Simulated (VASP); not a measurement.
Crystal: LiF.

```
Li F
1.0
     0.00000    2.18190    2.18190
     2.18190    0.00000    2.18190
     2.18190    2.18190    0.00000
Li F
1 1
Cartesian
  0.0000 0.0000 0.0000
  1.0910 1.0910 1.0910
```

- Program: VASP 6.6.1
- Task: relaxation of cell and atoms
- Functional: PBEsol
- Potentials or basis: VASP PAW PBE potentials, release 64 (Li_sv, F)
- Cutoff: 600 eV
- k mesh: 10 × 10 × 10
- Occupations: fermi-dirac, width 0.02 eV
- Spin: no spin polarisation

At the start: pressure -2.1 GPa; volume 10.39 Å³/atom.

Question: How do energy, volume and symmetry change on relaxing?

Answer: Over 3 steps the energy falls by 2.9 meV/atom and the volume is 9.96 Å³/atom (-4.1 %); space group F-43m (No. 216, to 0.05 Å).

The path:
```csv
step,energy change (eV),largest force (eV/Å),pressure (GPa),volume (Å³)
1,0.0000,0.0000,-2.13,20.77
2,-0.0042,0.0000,-1.13,20.36
3,-0.0057,0.0000,0.03,19.92
```

Final structure:
```xyz
2
Lattice="0.0000 2.1516 2.1516 2.1516 0.0000 2.1516 2.1516 2.1516 0.0000" Properties=species:S:1:pos:R:3 pbc="T T T"
Li    0.0000    0.0000    0.0000
F     1.0758    1.0758    1.0758
```

Caveat: the cutoff is under 1.25 times the usual one of these potentials, so pressure, stress and relaxed cells hold a basis-set (Pulay) error; the PAW data sets were made with another functional, which shifts forces and pressure a little.
